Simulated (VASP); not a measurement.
A run of VASP 6.6.1 is set up as follows.

The input INCAR:

```
PREC = Accurate
ENCUT = 600
EDIFF = 1E-6
ISMEAR = 1
SIGMA = 0.001
LREAL = False
LASPH = True
NELM = 120
ALGO = Normal
ISIF = 2
LWAVE = False
LCHARG = False
GGA = PE
NBANDS = 16
GGA_COMPAT = False
```

File KPOINTS:

```
Automatic mesh
0
Gamma
  6 6 6
```

POSCAR

```
Na2C
1.0
    0.0000000000      2.7374790000      2.7374790000
    2.7374790000      0.0000000000      2.7374790000
    2.7374790000      2.7374790000      0.0000000000
C Na
1 2
Direct
    0.0000000000      0.0000000000      0.0000000000
    0.2500000000      0.2500000000      0.2500000000
    0.7500000000      0.7500000000      0.7500000000
```

Potentials or basis: VASP PAW PBE potentials, release 64 (C, Na_pv).

Command:

```console
$ cat potpaw_PBE.64/C/POTCAR potpaw_PBE.64/Na_pv/POTCAR > POTCAR
$ mpirun -np 1 vasp_std > vasp.out
```

What does it give for the band gap on the k mesh?

Zero (band 9 reaches 2.74 eV, above the bottom of band 10 at 1.94 eV).

Estimate the pressure.

20.6 GPa.
